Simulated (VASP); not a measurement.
Runs of VASP 6.6.1 on SiNi (WC type). The structure is that of space group P-6m2 (No. 187), or close to it. The cells are those of the table. 

| task | potentials or basis | cell | cutoff (eV) | second run | gap on the mesh (eV) | pressure (GPa) |
| --- | --- | --- | --- | --- | --- | --- |
| single point | VASP PAW PBE potentials, release 64 (Ni, Si) | a = 2.488, b = 2.488, c = 3.510 Å, angles 90.0, 90.0, 120.0°, 2 atoms | 520 | - | none | 60.9 |
| single point | VASP PAW PBE potentials, release 64 (Ni_sv_GW, Si) | a = 2.488, b = 2.488, c = 3.510 Å, angles 90.0, 90.0, 120.0°, 2 atoms | 590 | valence_matched | none | (a) |
| single point | VASP PAW PBE potentials, release 64 (Ni, Si) | a = 2.488, b = 2.488, c = 3.509 Å, angles 90.0, 90.0, 120.0°, 2 atoms | 520 | - | none | 61.0 |
| relaxation of cell and atoms | VASP PAW PBE potentials, release 64 (Ni, Si) | relaxed to 61 GPa from a = 2.903, b = 2.903, c = 2.845 Å, angles 90.0, 90.0, 120.0°, 2 atoms | 600 | - | none | 61.0 |
| relaxation of cell and atoms | VASP PAW PBE potentials, release 64 (Ni, Si) | relaxed to 61 GPa from a = 2.488, b = 2.488, c = 3.510 Å, angles 90.0, 90.0, 120.0°, 2 atoms | 600 | - | none | 61.0 |

Alike in all rows: level PBE; no spin polarisation; k mesh 16 × 16 × 14; smearing fermi-dirac 0.08 eV.

Task: Fill in the values left out.

Result: (a) 58.4.

Caveats: the cell is relaxed towards a set pressure, so the enthalpy falls and the energy may rise (some runs).

A gap of «none» marks levels without a gap at the run's occupations.

The runs don't all hold the same shells in valence.
